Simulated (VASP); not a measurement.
# Al in VASP: further runs

Al is run at these levels: PBE; tasks: single point.

Everything below comes from runs of VASP 6.6.1. Logs are shortened: lines on timing, memory, paths and dates and some standing lists are left out, and cuts for length are marked.

## (1) The cell of the first run

The cell holds a slab with vacuum, 12 atoms: a = 5.714 Å, b = 5.714 Å, c = 21.666 Å, α = 90.00°, β = 90.00°, γ = 120.00°.

## (2) Single point, PBE

Contents of INCAR:

```
PREC = Accurate ; ENCUT = 520
EDIFF = 1E-7 ; ISMEAR = 0
SIGMA = 0.1 ; LREAL = False
LASPH = True ; NELM = 60
ALGO = Fast ; ISIF = 2
LWAVE = False ; LCHARG = False
LDIPOL = True ; IDIPOL = 3
DIPOL = 0.5 0.5 0.499 ; GGA = PE
NBANDS = 30
```

Contents of KPOINTS:

```
regular mesh
0
Gamma
  6 6 1
```

Contents of POSCAR:

```
Al
1.0
    5.7143027680      0.0000000000      0.0000000000
   -2.8571513840      4.9487313620      0.0000000000
    0.0000000000      0.0000000000     21.6657086725
Al
12
Direct
    0.3333333333      0.1666666667      0.3923250390
    0.3333333333      0.6666666667      0.3923250390
    0.8333333333      0.1666666667      0.3923250390
    0.8333333333      0.6666666667      0.3923250390
    0.6666666667      0.3333333333      0.4985264177
    0.6666666667      0.8333333333      0.4985264177
    0.1666666667      0.3333333333      0.4985264177
    0.1666666667      0.8333333333      0.4985264177
    0.0000000000      0.5000000000      0.6047167590
    0.0000000000      0.0000000000      0.6047167590
    0.5000000000      0.5000000000      0.6047167590
    0.5000000000      0.0000000000      0.6047167590
```

Potentials or basis: VASP PAW PBE potentials, release 64 (Al).

Run with:

```bash
> cat potpaw_PBE.64/Al/POTCAR > POTCAR
> mpirun -np 1 vasp_std > vasp.out
```

OUTCAR:

```text
PREC = Accurate
   ENCUT = 520
   EDIFF = 1E-7
   ISMEAR = 0
   LREAL = False
   LASPH = True
   NELM = 60
   ISIF = 2
   GGA = PE

 ion  position               nearest neighbor table
   1  0.333  0.167  0.392-   7 2.83   8 2.83   5 2.83   4 2.86   2 2.86   2 2.86   4 2.86   3 2.86
                             3 2.86
   2  0.333  0.667  0.392-   8 2.83   7 2.83   6 2.83   3 2.86   1 2.86   1 2.86   3 2.86   4 2.86
                             4 2.86
   3  0.833  0.167  0.392-   5 2.83   6 2.83   7 2.83   4 2.86   2 2.86   4 2.86   2 2.86   1 2.86
                             1 2.86
   4  0.833  0.667  0.392-   6 2.83   5 2.83   8 2.83   3 2.86   1 2.86   3 2.86   1 2.86   2 2.86
                             2 2.86
   5  0.667  0.333  0.499-  12 2.83   9 2.83  11 2.83   3 2.83   4 2.83   1 2.83   8 2.86   6 2.86
                             6 2.86   8 2.86   7 2.86   7 2.86
   6  0.667  0.833  0.499-  11 2.83  10 2.83  12 2.83   4 2.83   3 2.83   2 2.83   7 2.86   5 2.86
                             5 2.86   7 2.86   8 2.86   8 2.86
   7  0.167  0.333  0.499-  10 2.83  11 2.83   9 2.83   1 2.83   2 2.83   3 2.83   8 2.86   6 2.86
                             8 2.86   6 2.86   5 2.86   5 2.86
   8  0.167  0.833  0.499-   9 2.83  12 2.83  10 2.83   2 2.83   1 2.83   4 2.83   7 2.86   5 2.86
                             7 2.86   5 2.86   6 2.86   6 2.86
   9  0.000  0.500  0.605-   8 2.83   5 2.83   7 2.83  10 2.86  12 2.86  10 2.86  12 2.86  11 2.86
[... 14 lines left out ...]
 A1 = (   5.7143027680,   0.0000000000,   0.0000000000)
 A2 = (  -2.8571513840,   4.9487313620,   0.0000000000)
 A3 = (   0.0000000000,   0.0000000000,  21.6657086725)

Analysis of symmetry for initial positions (statically):
=====================================================================
 Subroutine PRICEL returns following result:

  LATTYP: Found a hexagonal cell.
 ALAT       =     2.8571513840
 C/A-ratio  =     7.5829754047

  Lattice vectors:

 A1 = (   2.8571513840,   0.0000000000,   0.0000000000)
 A2 = (  -1.4285756920,   2.4743656810,   0.0000000000)
 A3 = (   0.0000000000,   0.0000000000,  21.6657086725)

   4 primitive cells build up your supercell.

 Routine SETGRP: Setting up the symmetry group for a
 hexagonal supercell.

 Subroutine GETGRP returns: Found  6 space group operations
 (whereof  6 operations were pure point group operations)
 out of a pool of 24 trial point group operations.

The static configuration has the point symmetry C_3v.

Analysis of symmetry for dynamics (positions and initial velocities):
=====================================================================
 Subroutine PRICEL returns following result:

  LATTYP: Found a hexagonal cell.
 ALAT       =     2.8571513840
 C/A-ratio  =     7.5829754047

  Lattice vectors:

 A1 = (   2.8571513840,   0.0000000000,   0.0000000000)
 A2 = (  -1.4285756920,   2.4743656810,   0.0000000000)
 A3 = (   0.0000000000,   0.0000000000,  21.6657086725)

   4 primitive cells build up your supercell.

 Routine SETGRP: Setting up the symmetry group for a
 hexagonal supercell.

 Subroutine GETGRP returns: Found  6 space group operations
 (whereof  6 operations were pure point group operations)
 out of a pool of 24 trial point group operations.

The dynamic configuration has the point symmetry C_3v.

 Subroutine INISYM returns: Found  6 space group operations
 (whereof  6 operations are pure point group operations),
 and found     4 'primitive' translations

----------------------------------------------------------------------------------------

                                     Primitive cell

  volume of cell :     153.1687

  direct lattice vectors                    reciprocal lattice vectors
     2.857151384  0.000000000  0.000000000     0.349998955  0.202071991  0.000000000
    -1.428575692  2.474365681  0.000000000     0.000000000  0.404143982  0.000000000
     0.000000000  0.000000000 21.665708672     0.000000000  0.000000000  0.046155887

  length of vectors
     2.857151384  2.857151384 21.665708672     0.404143982  0.404143982  0.046155887

  position of ions in fractional coordinates (direct lattice)
     0.666666667  0.333333333  0.392325039
     0.333333333  0.666666667  0.498526418
     0.000000000  0.000000000  0.604716759

  ion indices of the primitive-cell ions
   primitive index   ion index
                 1           1
                 2           7
                 3          12

----------------------------------------------------------------------------------------

 KPOINTS: regular mesh

Automatic generation of k-mesh.
 Grid dimensions read from file:
 generate k-points for:    6    6    1

 Generating k-lattice:

  Cartesian coordinates                     Fractional coordinates (reciprocal lattice)
     0.029166580  0.016839333  0.000000000     0.166666667  0.000000000  0.000000000
     0.000000000  0.033678665  0.000000000     0.000000000  0.166666667  0.000000000
     0.000000000  0.000000000  0.046155887     0.000000000  0.000000000  1.000000000

  Length of vectors
     0.033678665  0.033678665  0.046155887

  Shift w.r.t. Gamma in fractional coordinates (k-lattice)
     0.000000000  0.000000000  0.000000000

 Subroutine IBZKPT returns following result:
 ===========================================

 Found      7 irreducible k-points:

 Following reciprocal coordinates:
            Coordinates               Weight
  0.000000  0.000000  0.000000      1.000000
  0.166667 -0.000000  0.000000      6.000000
  0.333333  0.000000  0.000000      6.000000
  0.500000  0.000000  0.000000      3.000000
  0.166667  0.166667  0.000000      6.000000
  0.333333  0.166667  0.000000     12.000000
  0.333333  0.333333  0.000000      2.000000
   k-points           NKPTS =      7   k-points in BZ     NKDIM =      7   number of bands    NBANDS=     30
   number of dos      NEDOS =    301   number of ions     NIONS =     12
   total plane-waves  NPLWV = 285768
   dimension x,y,z NGX =    42 NGY =   42 NGZ =  162
   dimension x,y,z NGXF=    84 NGYF=   84 NGZF=  324
   ions per type =              12
   NGX,Y,Z   is equivalent  to a cutoff of  12.22, 12.22, 12.43 a.u.
   NGXF,Y,Z  is equivalent  to a cutoff of  24.44, 24.44, 24.86 a.u.
 SYSTEM =  unknown system
   PREC   = accura    normal or accurate (medium, high low for compatibility)
   ISTART =      0    job   : 0-new  1-cont  2-samecut
   ICHARG =      2    charge: 1-file 2-atom 10-const
   ISPIN  =      1    spin polarized calculation?
   LNONCOLLINEAR =      F non collinear calculations
   LSORBIT =      F    spin-orbit coupling
   LASPH  =      T    aspherical Exc in radial PAW
   ENCUT  =  520.0 eV  38.22 Ry    6.18 a.u.  10.62 10.62 40.28*2*pi/ulx,y,z
   NELM   =     60;   NELMIN=  2; NELMDL= -5     # of ELM steps
   EDIFF  = 0.1E-06   stopping-criterion for ELM
   LREAL  =      F    real-space projection
   EDIFFG = 0.1E-05   stopping-criterion for IOM
   NSW    =      0    number of steps for IOM
   IBRION =     -1    ionic relax: 0-MD 1-quasi-New 2-CG
   NFREE  =      0    steps in history (QN), initial steepest desc. (CG)
   ISIF   =      2    stress and relaxation
   ISYM   =      2    0-nonsym 1-usesym 2-fastsym
   POTIM  = 0.5000    time-step for ionic-motion
   TEBEG  =    0.0;   TEEND  =   0.0 temperature during run
   PSTRESS=    0.0 pullay stress
   NELECT =      36.0000    total number of electrons
   NUPDOWN=      -1.0000    fix difference up-down
   EMIN   =  10.00;   EMAX   =-10.00  energy-range for DOS
   EFERMI =   0.00;   METHOD = LEGACY
   ISMEAR =     0;   SIGMA  =   0.10  broadening in eV -4-tet -1-fermi 0-gaus
   EFERMI_NEDOS =   21; number of points for ismear=-14 and -15
   IALGO  =     68    algorithm
   IMIX   =      4    mixing-type and parameters
     AMIX     =   0.40;   BMIX     =  1.00
     AMIX_MAG =   1.60;   BMIX_MAG =  1.00
  volume/ion in A,a.u.               =      51.06       344.54
  Fermi-wavevector in a.u.,A,eV,Ry     =   0.636452  1.202720  5.511328  0.405071
  Thomas-Fermi vector in A             =   1.701127
   LORBIT       =      0    0 simple, 1 ext, 2 COOP (PROOUT), +10 PAW based schemes
   GGA     = PE    functional components
   LHFCALC =     F    Hartree Fock is set to
   AEXX    =    0.0000 exact exchange contribution
   IVDW    =     0    specifies the selected vdW correction
   LEPSILON=     F    determine dielectric tensor
   LRPA    =     F    only Hartree local field effects (RPA)
 non-spin polarized calculation
 RMM-DIIS sequential band-by-band and
 Gauss-broadening in eV      SIGMA  =   0.10
  energy-cutoff  :      520.00
  volume of cell :      612.67
 maximum number of plane-waves:     16605
   NGX = 21   NGY = 21   NGZ = 81

 dipolmoment           0.000000      0.000000     -0.000008 electrons x Angstroem

 number of electron      36.0000001 magnetization

 dipolmoment           0.000000      0.000000      0.000015 electrons x Angstroem

 Free energy of the ion-electron system (eV)
  ---------------------------------------------------
  ext. energy  EPLUGINS =         0.00000000
  ---------------------------------------------------
  free energy    TOTEN  =       -42.12649105 eV

  energy without entropy =      -42.09513104  energy(sigma->0) =      -42.11081104

 E-fermi :  -0.0299     XC(G=0):  -4.1027

 val. band max:       -0.0481107712   @ k =   0.3333   0.1667   0.0000
 cond. band min:       0.0195431180   @ k =   0.1667   0.1667   0.0000
 fundamental gap:      0.0676538892
 Fermi energy:        -0.0299363378

 k-point     1 :       0.0000    0.0000    0.0000
  band No.  band energies     occupation
      1     -10.6011      2.00000
      2      -8.8925      2.00000
      3      -6.1913      2.00000
      4      -4.7258      2.00000
      5      -4.7258      2.00000
      6      -4.7258      2.00000
[... 220 lines left out ...]
     29       3.3110      0.00000
     30       3.3110      0.00000

------------------------ aborting loop because EDIFF is reached ----------------------------------------

 vacuum level on the upper side and lower side of the slab       (xc-potential included)        -0.027        -0.032

  FORCE on cell =-STRESS in cart. coord.  units (eV):
  Direction    XX          YY          ZZ          XY          YZ          ZX
  --------------------------------------------------------------------------------------
  -------------------------------------------------------------------------------------
  Total       -2.7839469     -2.7839469     -0.0949418      0.0000000     -0.0000000      0.0000000
  in kB       -7.2801698     -7.2801698     -0.2482779      0.0000000     -0.0000000      0.0000000
  external PRESSURE =      -4.9362058 kB  Pullay stress =       0.0000000 kB

 VOLUME and BASIS-vectors are now :
 -----------------------------------------------------------------------------
  energy-cutoff  :      520.00
  volume of cell :      612.67
      direct lattice vectors                 reciprocal lattice vectors
     5.714302768  0.000000000  0.000000000     0.174999478  0.101035996  0.000000000
    -2.857151384  4.948731362  0.000000000     0.000000000  0.202071991  0.000000000
     0.000000000  0.000000000 21.665708672     0.000000000  0.000000000  0.046155887

 POSITION                                       TOTAL-FORCE (eV/Angst)
 -----------------------------------------------------------------------------------
      1.42858      0.82479      8.50000         0.000000     -0.000000      0.004995
     -0.00000      3.29915      8.50000         0.000000      0.000000      0.004995
      4.28573      0.82479      8.50000        -0.000000      0.000000      0.004995
      2.85715      3.29915      8.50000         0.000000     -0.000000      0.004995
      2.85715      1.64958     10.80093        -0.000000      0.000000     -0.000697
      1.42858      4.12394     10.80093        -0.000000     -0.000000     -0.000697
      0.00000      1.64958     10.80093        -0.000000     -0.000000     -0.000697
     -1.42858      4.12394     10.80093        -0.000000     -0.000000     -0.000697
     -1.42858      2.47437     13.10162        -0.000000      0.000000     -0.004298
      0.00000      0.00000     13.10162        -0.000000      0.000000     -0.004298
      1.42858      2.47437     13.10162        -0.000000     -0.000000     -0.004298
      2.85715      0.00000     13.10162        -0.000000      0.000000     -0.004298
 -----------------------------------------------------------------------------------
    total drift:                                0.000000     -0.000000      0.000001

  FREE ENERGIE OF THE ION-ELECTRON SYSTEM (eV)
  ---------------------------------------------------
  free  energy   TOTEN  =       -42.1264910460 eV

  energy  without entropy=      -42.0951310435  energy(sigma->0) =      -42.11081104

 vacuum level on the upper side and lower side of the slab         3.861         3.857
```

Wall time 2.5 min (1 thread of Intel Xeon 6975P-C (Granite Rapids), shared host); peak memory 0.58 GiB.

Results:

| Property | Result |
| --- | --- |
| Free energy | -42.1265 eV |
| Largest force | 0.005 eV/Å |
| Band gap on the k mesh | zero (band 18 reaches 0.15 eV, above the bottom of band 19 at -0.87 eV) |

Forces on the atoms (eV/Å):
```
Al   0.000  0.000  0.005
Al   0.000  0.000  0.005
Al   0.000  0.000  0.005
Al   0.000  0.000  0.005
Al   0.000  0.000 -0.001
Al   0.000  0.000 -0.001
Al   0.000  0.000 -0.001
Al   0.000  0.000 -0.001
Al   0.000  0.000 -0.004
Al   0.000  0.000 -0.004
Al   0.000  0.000 -0.004
Al   0.000  0.000 -0.004
```

## (3) Single point, PBE

This run uses another cell than the first one: it holds 5 atoms, not 12.

Contents of INCAR:

```
  ALGO = Normal
  DIPOL = 0.5 0.5 0.500
  EDIFF = 1E-6
  ENCUT = 520
  GGA = PE
  IDIPOL = 3
  ISIF = 2
  ISMEAR = 0
  LASPH = True
  LCHARG = False
  LDIPOL = True
  LREAL = False
  LWAVE = False
  NBANDS = 16
  NELM = 80
  PREC = Accurate
  SIGMA = 0.1
```

Contents of KPOINTS:

```
k-points
0
Gamma
  1 1 1
```

Contents of POSCAR:

```
Al
1.0
    2.8571513840      0.0000000000      0.0000000000
   -1.4285756920      2.4743656810      0.0000000000
    0.0000000000      0.0000000000     24.3314173450
Al
5
Direct
    0.6666666667      0.3333333333      0.3082434489
    0.3333333333      0.6666666667      0.4041217245
    0.0000000000      0.0000000000      0.5000000000
    0.6666666667      0.3333333333      0.5958782755
    0.3333333333      0.6666666667      0.6917565511
```

Potentials or basis: VASP PAW PBE potentials, release 64 (Al).

Run with:

```bash
> cat potpaw_PBE.64/Al/POTCAR > POTCAR
> mpirun -np 1 vasp_gam > vasp.out
```

OUTCAR:

```text
EDIFF = 1E-6
   ENCUT = 520
   GGA = PE
   ISIF = 2
   ISMEAR = 0
   LASPH = True
   LREAL = False
   NELM = 80
   PREC = Accurate

 ion  position               nearest neighbor table
   1  0.667  0.333  0.308-   2 2.86   2 2.86   2 2.86
   2  0.333  0.667  0.404-   3 2.86   3 2.86   3 2.86   1 2.86   1 2.86   1 2.86
   3  0.000  0.000  0.500-   2 2.86   4 2.86   2 2.86   4 2.86   4 2.86   2 2.86
   4  0.667  0.333  0.596-   3 2.86   3 2.86   3 2.86   5 2.86   5 2.86   5 2.86
   5  0.333  0.667  0.692-   4 2.86   4 2.86   4 2.86

[... 204 lines left out ...]
  -------------------------------------------------------------------------------------
  Total      -60.7586908    -60.7586908     62.5127630      0.0000000     -0.0000000      0.0000000
  in kB     -565.9192237   -565.9192237    582.2570205      0.0000000     -0.0000000      0.0000000
  external PRESSURE =    -183.1938090 kB  Pullay stress =       0.0000000 kB

 VOLUME and BASIS-vectors are now :
 -----------------------------------------------------------------------------
  energy-cutoff  :      520.00
  volume of cell :      172.01
      direct lattice vectors                 reciprocal lattice vectors
     2.857151384  0.000000000  0.000000000     0.349998955  0.202071991  0.000000000
    -1.428575692  2.474365681  0.000000000     0.000000000  0.404143982  0.000000000
     0.000000000  0.000000000 24.331417345     0.000000000  0.000000000  0.041099127

 POSITION                                       TOTAL-FORCE (eV/Angst)
 -----------------------------------------------------------------------------------
      1.42858      0.82479      7.50000        -0.000000      0.000000     -6.297602
     -0.00000      1.64958      9.83285         0.000000      0.000000     -0.803375
      0.00000      0.00000     12.16571         0.000000      0.000000      0.000000
      1.42858      0.82479     14.49856         0.000000     -0.000000      0.803375
     -0.00000      1.64958     16.83142        -0.000000      0.000000      6.297602
 -----------------------------------------------------------------------------------
    total drift:                               -0.000000      0.000000      0.000000

  FREE ENERGIE OF THE ION-ELECTRON SYSTEM (eV)
  ---------------------------------------------------
  free  energy   TOTEN  =       -47.3359667150 eV

  energy  without entropy=      -47.2795477566  energy(sigma->0) =      -47.30775724

 vacuum level on the upper side and lower side of the slab         8.212         8.212
```

stdout:

```text
POSCAR found type information on POSCAR Al
 POSCAR found :  1 types and       5 ions
 scaLAPACK will be used
 LDA part: xc-table for (Slater+PW92), standard interpolation
 POSCAR, INCAR and KPOINTS ok, starting setup
 FFT: planning ... GRIDC
 FFT: planning ... GRID_SOFT
 FFT: planning ... GRID
 WAVECAR not read
 entering main loop
```

Wall time 7.9 s (1 thread of Intel Xeon 6975P-C (Granite Rapids), shared host); peak memory 0.28 GiB.

What came out:

```yaml
Free_energy: -47.3360 eV
Largest_force: 6.298 eV/Å
```

Forces in eV/Å, atoms in the order of the input:
```
Al   0.000  0.000 -6.298
Al   0.000  0.000 -0.803
Al   0.000  0.000  0.000
Al   0.000  0.000  0.803
Al   0.000  0.000  6.298
```

Levels at points of the mesh, in eV from the Fermi level:
| k point | band 5 | band 6 | band 7 | band 8 | band 9 | band 10 |
| --- | --- | --- | --- | --- | --- | --- |
| (0.00, 0.00, 0.00) | -7.52 | -5.28 | -2.72 | 0.00 | 2.72 | 4.95 |

Caveat: the k points lie up to 2.54 Å⁻¹ apart.
